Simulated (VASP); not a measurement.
# Nb (Fm-3m) in VASP: further runs

Nb is run at these levels: r2SCAN, PBE; tasks: single point.

Program: VASP 6.6.1. These are calculated values, not measurements. Logs are shortened: lines on timing, memory, paths and dates and some standing lists are left out, and cuts for length are marked.

### Step 1. The cell of the first run

It takes space group Fm-3m (No. 225, cubic). Conventional cell: a = 4.258 Å, b = 4.258 Å, c = 4.258 Å, α = 90.00°, β = 90.00°, γ = 90.00°. Nb (site symmetry m-3m) has 12 Nb at 3.01 Å within 4.0 Å.

### Step 2. Single point, r2SCAN

Input file POSCAR:

```
Nb
1.0
    0.0000000000      2.1290070307      2.1290070307
    2.1290070307      0.0000000000      2.1290070307
    2.1290070307      2.1290070307      0.0000000000
Nb
1
Direct
    0.0000000000      0.0000000000      0.0000000000
```

Input file INCAR.step1:

```
PREC = Accurate ; ENCUT = 520
ISMEAR = -1 ; SIGMA = 0.05
LREAL = F ; LASPH = T
NELM = 100 ; NBANDS = 12
GGA = PE ; ALGO = Normal
EDIFF = 1E-4 ; LWAVE = T
LCHARG = F
```

Input file INCAR.step2:

```
PREC = Accurate ; ENCUT = 520
EDIFF = 1E-7 ; ISMEAR = -1
SIGMA = 0.05 ; LREAL = F
LASPH = T ; NELM = 100
ALGO = Normal ; ISIF = 2
LWAVE = F ; LCHARG = F
METAGGA = R2SCAN ; LMIXTAU = T
NBANDS = 12 ; ISTART = 1
```

Input file KPOINTS:

```
Automatic mesh
0
Gamma
  11 11 11
```

Potentials or basis: VASP PAW PBE potentials, release 64 (Nb_sv).

Started as:

```sh
$ cat potpaw_PBE.64/Nb_sv/POTCAR > POTCAR
$ cp INCAR.step1 INCAR
$ mpirun -np 1 vasp_std > vasp.out
$ cp INCAR.step2 INCAR
$ mpirun -np 1 vasp_std > vasp.out
```

OUTCAR:

```text
PREC = Accurate
   ENCUT = 520
   EDIFF = 1E-7
   ISMEAR = -1
   LREAL = F
   LASPH = T
   NELM = 100
   ISIF = 2
   METAGGA = R2SCAN
   ISTART = 1

 ion  position               nearest neighbor table
   1  0.000  0.000  0.000-

  LATTYP: Found a face centered cubic cell.
 ALAT       =     4.2580140614

  Lattice vectors:

 A1 = (   0.0000000000,   2.1290070307,   2.1290070307)
 A2 = (   2.1290070307,   0.0000000000,   2.1290070307)
 A3 = (   2.1290070307,   2.1290070307,   0.0000000000)

Analysis of symmetry for initial positions (statically):
=====================================================================
 Subroutine PRICEL returns:
 Original cell was already a primitive cell.

 Routine SETGRP: Setting up the symmetry group for a
 face centered cubic supercell.

 Subroutine GETGRP returns: Found 48 space group operations
 (whereof 48 operations were pure point group operations)
 out of a pool of 48 trial point group operations.

The static configuration has the point symmetry O_h .

Analysis of symmetry for dynamics (positions and initial velocities):
=====================================================================
 Subroutine PRICEL returns:
 Original cell was already a primitive cell.

 Routine SETGRP: Setting up the symmetry group for a
 face centered cubic supercell.

 Subroutine GETGRP returns: Found 48 space group operations
 (whereof 48 operations were pure point group operations)
 out of a pool of 48 trial point group operations.

The dynamic configuration has the point symmetry O_h .

 Subroutine INISYM returns: Found 48 space group operations
 (whereof 48 operations are pure point group operations),
 and found     1 'primitive' translations

----------------------------------------------------------------------------------------

                                     Primitive cell

  volume of cell :      19.3002

  direct lattice vectors                    reciprocal lattice vectors
     0.000000000  2.129007031  2.129007031    -0.234851268  0.234851268  0.234851268
     2.129007031  0.000000000  2.129007031     0.234851268 -0.234851268  0.234851268
     2.129007031  2.129007031  0.000000000     0.234851268  0.234851268 -0.234851268

  length of vectors
     3.010870617  3.010870617  3.010870617     0.406774328  0.406774328  0.406774328

  position of ions in fractional coordinates (direct lattice)
     0.000000000  0.000000000  0.000000000

  ion indices of the primitive-cell ions
   primitive index   ion index
                 1           1

----------------------------------------------------------------------------------------

 KPOINTS: Automatic mesh

Automatic generation of k-mesh.
 Grid dimensions read from file:
 generate k-points for:   11   11   11

 Generating k-lattice:

  Cartesian coordinates                     Fractional coordinates (reciprocal lattice)
    -0.021350115  0.021350115  0.021350115     0.090909091  0.000000000  0.000000000
     0.021350115 -0.021350115  0.021350115     0.000000000  0.090909091  0.000000000
     0.021350115  0.021350115 -0.021350115     0.000000000  0.000000000  0.090909091

  Length of vectors
     0.036979484  0.036979484  0.036979484

  Shift w.r.t. Gamma in fractional coordinates (k-lattice)
     0.000000000  0.000000000  0.000000000

 Subroutine IBZKPT returns following result:
 ===========================================

 Found     56 irreducible k-points:

 Following reciprocal coordinates:
            Coordinates               Weight
  0.000000  0.000000  0.000000      1.000000
  0.090909  0.000000  0.000000      8.000000
  0.181818  0.000000  0.000000      8.000000
  0.272727  0.000000  0.000000      8.000000
  0.363636  0.000000  0.000000      8.000000
  0.454545  0.000000  0.000000      8.000000
[... 16 lines left out ...]
 -0.272727  0.181818  0.000000     24.000000
 -0.181818  0.181818  0.000000     12.000000
 [... further k-points ...]
   k-points           NKPTS =     56   k-points in BZ     NKDIM =     56   number of bands    NBANDS=     12
   number of dos      NEDOS =    301   number of ions     NIONS =      1
   total plane-waves  NPLWV =  13824
   dimension x,y,z NGX =    24 NGY =   24 NGZ =   24
   dimension x,y,z NGXF=    48 NGYF=   48 NGZF=   48
   ions per type =               1
   NGX,Y,Z   is equivalent  to a cutoff of  13.25, 13.25, 13.25 a.u.
   NGXF,Y,Z  is equivalent  to a cutoff of  26.50, 26.50, 26.50 a.u.
 SYSTEM =  unknown system
   PREC   = accura    normal or accurate (medium, high low for compatibility)
   ISTART =      1    job   : 0-new  1-cont  2-samecut
   ICHARG =      0    charge: 1-file 2-atom 10-const
   ISPIN  =      1    spin polarized calculation?
   LNONCOLLINEAR =      F non collinear calculations
   LSORBIT =      F    spin-orbit coupling
   LASPH  =      T    aspherical Exc in radial PAW
   ENCUT  =  520.0 eV  38.22 Ry    6.18 a.u.   5.60  5.60  5.60*2*pi/ulx,y,z
   NELM   =    100;   NELMIN=  2; NELMDL=  0     # of ELM steps
   EDIFF  = 0.1E-06   stopping-criterion for ELM
   LREAL  =      F    real-space projection
   EDIFFG = 0.1E-05   stopping-criterion for IOM
   NSW    =      0    number of steps for IOM
   IBRION =     -1    ionic relax: 0-MD 1-quasi-New 2-CG
   NFREE  =      0    steps in history (QN), initial steepest desc. (CG)
   ISIF   =      2    stress and relaxation
   ISYM   =      2    0-nonsym 1-usesym 2-fastsym
   POTIM  = 0.5000    time-step for ionic-motion
   TEBEG  =    0.0;   TEEND  =   0.0 temperature during run
   PSTRESS=    0.0 pullay stress
   NELECT =      13.0000    total number of electrons
   NUPDOWN=      -1.0000    fix difference up-down
   EMIN   =  10.00;   EMAX   =-10.00  energy-range for DOS
   EFERMI =   0.00;   METHOD = LEGACY
   ISMEAR =    -1;   SIGMA  =   0.05  broadening in eV -4-tet -1-fermi 0-gaus
   EFERMI_NEDOS =   21; number of points for ismear=-14 and -15
   IALGO  =     38    algorithm
   IMIX   =      4    mixing-type and parameters
     AMIX     =   0.40;   BMIX     =  1.00
     AMIX_MAG =   1.60;   BMIX_MAG =  1.00
  volume/ion in A,a.u.               =      19.30       130.24
  Fermi-wavevector in a.u.,A,eV,Ry     =   1.435056  2.711863 28.019645  2.059386
  Thomas-Fermi vector in A             =   2.554397
   LORBIT       =      0    0 simple, 1 ext, 2 COOP (PROOUT), +10 PAW based schemes
   METAGGA = R2SCAN    functional components
   LHFCALC =     F    Hartree Fock is set to
   AEXX    =    0.0000 exact exchange contribution
   IVDW    =     0    specifies the selected vdW correction
   LEPSILON=     F    determine dielectric tensor
   LRPA    =     F    only Hartree local field effects (RPA)
 non-spin polarized calculation
  energy-cutoff  :      520.00
  volume of cell :       19.30
 maximum number of plane-waves:       534
   NGX = 11   NGY = 11   NGZ = 11

 number of electron      13.0000000 magnetization

 Free energy of the ion-electron system (eV)
  ---------------------------------------------------
  ext. energy  EPLUGINS =         0.00000000
  ---------------------------------------------------
  free energy    TOTEN  =       -24.50366138 eV

  energy without entropy =      -24.49064991  energy(sigma->0) =      -24.49715564

 E-fermi :  10.6161     XC(G=0): -13.2219

 val. band max:       10.5897781385   @ k =   0.3636   0.1818   0.0909
 cond. band min:      10.6359802214   @ k =   0.4545   0.0000   0.0000
 fundamental gap:      0.0462020829
 Fermi energy:        10.6161112065

 k-point     1 :       0.0000    0.0000    0.0000
  band No.  band energies     occupation
      1     -46.0837      2.00000
      2     -20.7694      2.00000
      3     -20.7694      2.00000
      4     -20.7694      2.00000
      5       4.0406      2.00000
      6      10.7350      0.16982
      7      10.7350      0.16982
      8      10.7350      0.16982
      9      13.4572      0.00000
     10      13.4572      0.00000
     11      22.7873      0.00000
     12      27.8996      0.00000

 k-point     2 :       0.0909    0.0000    0.0000
  band No.  band energies     occupation
      1     -46.0690      2.00000
      2     -20.8670      2.00000
      3     -20.7814      2.00000
      4     -20.7814      2.00000
      5       4.3498      2.00000
      6      10.4929      1.84321
      7      10.8720      0.01191
      8      10.8720      0.01191
      9      13.3399      0.00000
     10      13.3399      0.00000
     11      23.4009      0.00000
     12      26.6579      0.00000

 k-point     3 :       0.1818    0.0000    0.0000
  band No.  band energies     occupation
      1     -46.0292      2.00000
      2     -21.1237      2.00000
      3     -20.8136      2.00000
      4     -20.8136      2.00000
      5       5.1726      2.00000
      6      10.0143      1.99999
      7      11.1236      0.00008
      8      11.1236      0.00008
      9      13.2307      0.00000
     10      13.2307      0.00000
     11      24.2934      0.00000
     12      25.3869      0.00000
[... 286 lines left out ...]
 k-point    23 :      -0.2727    0.1818    0.0000
  band No.  band energies     occupation
      1     -45.9141      2.00000
      2     -21.6068      2.00000
      3     -21.1398      2.00000
      4     -20.8929      2.00000
      5       7.5131      2.00000
      6       9.4905      2.00000
      7      10.0605      1.99997
      8      11.7009      0.00000
      9      13.0801      0.00000
     10      16.2476      0.00000
     11      23.3235      0.00000
     12      25.7945      0.00000

 k-point    24 :      -0.1818    0.1818    0.0000
  band No.  band energies     occupation
      1     -45.9590      2.00000
      2     -21.4176      2.00000
      3     -21.0381      2.00000
      4     -20.8439      2.00000
      5       6.7097      2.00000
      6       9.3412      2.00000
      7      10.6790      0.44244
      8      12.0485      0.00000
      9      12.1187      0.00000
     10      15.0304      0.00000
     11      24.3090      0.00000
     12      26.8290      0.00000

 [... further k-points ...]

------------------------ aborting loop because EDIFF is reached ----------------------------------------

  FORCE on cell =-STRESS in cart. coord.  units (eV):
  Direction    XX          YY          ZZ          XY          YZ          ZX
  --------------------------------------------------------------------------------------
  -------------------------------------------------------------------------------------
  Total       -0.6688917     -0.6688917     -0.6688917      0.0000000     -0.0000000      0.0000000
  in kB      -55.5271125    -55.5271125    -55.5271125      0.0000000     -0.0000000      0.0000000
  external PRESSURE =     -55.5271125 kB  Pullay stress =       0.0000000 kB

 VOLUME and BASIS-vectors are now :
 -----------------------------------------------------------------------------
  energy-cutoff  :      520.00
  volume of cell :       19.30
      direct lattice vectors                 reciprocal lattice vectors
     0.000000000  2.129007031  2.129007031    -0.234851268  0.234851268  0.234851268
     2.129007031  0.000000000  2.129007031     0.234851268 -0.234851268  0.234851268
     2.129007031  2.129007031  0.000000000     0.234851268  0.234851268 -0.234851268

 POSITION                                       TOTAL-FORCE (eV/Angst)
 -----------------------------------------------------------------------------------
      0.00000      0.00000      0.00000        -0.000000     -0.000000      0.000000
 -----------------------------------------------------------------------------------
    total drift:                               -0.000000     -0.000000     -0.000000

  FREE ENERGIE OF THE ION-ELECTRON SYSTEM (eV)
  ---------------------------------------------------
  free  energy   TOTEN  =       -24.5036613750 eV

  energy  without entropy=      -24.4906499080  energy(sigma->0) =      -24.49715564
```

Wall time 1.7 min (1 thread of AMD EPYC 7R13, shared host); peak memory 0.12 GiB.

Results:

- Free energy: -24.5037 eV
- Pressure: -5.6 GPa

Caveat: the PAW data sets were made with another functional, which shifts forces and pressure a little.

### Step 3. Single point, PBE

This run uses another cell than the first one, of 18.92 Å³/atom, 0.980 times its volume.

Input file INCAR:

```
ALGO = Normal ; EDIFF = 1E-6
ENCUT = 500 ; GGA = PE
GGA_COMPAT = False ; ISIF = 2
ISMEAR = 0 ; LASPH = True
LCHARG = True ; LELF = True
LREAL = False ; LVHAR = True
LWAVE = False ; NBANDS = 12
NELM = 120 ; PREC = Accurate
SIGMA = 0.028000000000000004
```

Input file KPOINTS:

```
k-points
0
Gamma
  11 11 11
```

Input file POSCAR:

```
Nb
1.0
    0.0000000000      2.1150000000      2.1150000000
    2.1150000000      0.0000000000      2.1150000000
    2.1150000000      2.1150000000      0.0000000000
Nb
1
Direct
    0.0000000000      0.0000000000      0.0000000000
```

Potentials or basis: VASP PAW PBE potentials, release 64 (Nb_sv).

Started as:

```sh
$ cat potpaw_PBE.64/Nb_sv/POTCAR > POTCAR
$ mpirun -np 1 vasp_std > vasp.out
```

It took 5 s on 1 thread of Intel Xeon 6975P-C (Granite Rapids), shared host; peak memory 0.14 GiB.

The run converged. Its results:

| Quantity | Value |
| --- | --- |
| Free energy | -9.8939 eV |
| Pressure | -2.3 GPa |

Levels at points of the mesh, in eV from the Fermi level:
| k point | band 3 | band 4 | band 5 | band 6 | band 7 | band 8 | band 9 | band 10 |
| --- | --- | --- | --- | --- | --- | --- | --- | --- |
| (0.00, 0.00, 0.00) | -30.20 | -30.20 | -6.21 | 0.11 | 0.11 | 0.11 | 2.68 | 2.68 |

### Step 4. Single point, PBE, collinear spin, ferromagnetic start

This run uses another cell than the first one, of 20.44 Å³/atom, 1.059 times its volume.

Input file INCAR:

```
PREC = Accurate
ENCUT = 500
EDIFF = 1E-6
ISMEAR = 0
SIGMA = 0.025
LREAL = F
LASPH = T
NELM = 200
ALGO = Normal
ISIF = 2
LWAVE = F
LCHARG = F
ISPIN = 2
MAGMOM = 0.1
LORBIT = 11
LMAXMIX = 4
GGA = PE
NBANDS = 16
GGA_COMPAT = F
```

Input file KPOINTS:

```
Automatic mesh
0
Gamma
  11 11 11
```

Input file POSCAR:

```
Nb
1.0
    3.0687861212      0.0000000000      0.0000000000
    1.5343930606      2.6576467397      0.0000000000
    1.5343930606      0.8858822466      2.5056533756
Nb
1
Direct
    0.0000000000      0.0000000000      0.0000000000
```

Started as:

```sh
$ cat potpaw_PBE.64/Nb_sv/POTCAR > POTCAR
$ mpirun -np 1 vasp_std > vasp.out
```

It took 24 s on 1 thread of Intel Xeon 6975P-C, shared host; peak memory 0.16 GiB.

It converged, with:

```
Free energy                                           : -9.8209 eV
Pressure                                              : -12.6 GPa
Net moment                                            : 0.02 μB per cell
Valence electrons inside the program's atomic spheres : Nb 10.54
```

Levels at points of the mesh, in eV from the Fermi level:
Spin up:
| k point | band 3 | band 4 | band 5 | band 6 | band 7 | band 8 | band 9 | band 10 |
| --- | --- | --- | --- | --- | --- | --- | --- | --- |
| (0.00, 0.00, 0.00) | -30.46 | -30.46 | -6.04 | 0.11 | 0.11 | 0.11 | 2.41 | 2.41 |
Spin down:
| k point | band 3 | band 4 | band 5 | band 6 | band 7 | band 8 | band 9 | band 10 |
| --- | --- | --- | --- | --- | --- | --- | --- | --- |
| (0.00, 0.00, 0.00) | -30.45 | -30.45 | -6.02 | 0.13 | 0.13 | 0.13 | 2.43 | 2.43 |

### Step 5. Summary

| level | spin | cell | cutoff (eV) | smearing | gap on the mesh (eV) | pressure (GPa) |
| --- | --- | --- | --- | --- | --- | --- |
| r2SCAN | off | a = 3.011 Å, angles 60.0°, 1 atom | 520 | fermi-dirac 0.05 eV | none | -5.6 |
| PBE | off | a = 2.991 Å, angles 60.0°, 1 atom | 500 | gaussian 0.028 eV | none | -2.3 |
| PBE | collinear, ferromagnetic start | a = 3.069 Å, angles 60.0°, 1 atom | 500 | gaussian 0.025 eV | none | -12.6 |

Alike in all rows: task single point; potentials or basis VASP PAW PBE potentials, release 64 (Nb_sv); k mesh 11 × 11 × 11.

Caveats: the PAW data sets were made with another functional, which shifts forces and pressure a little (some runs).

Total energies depend on the potentials used, so only differences within one code and one set of settings carry meaning.
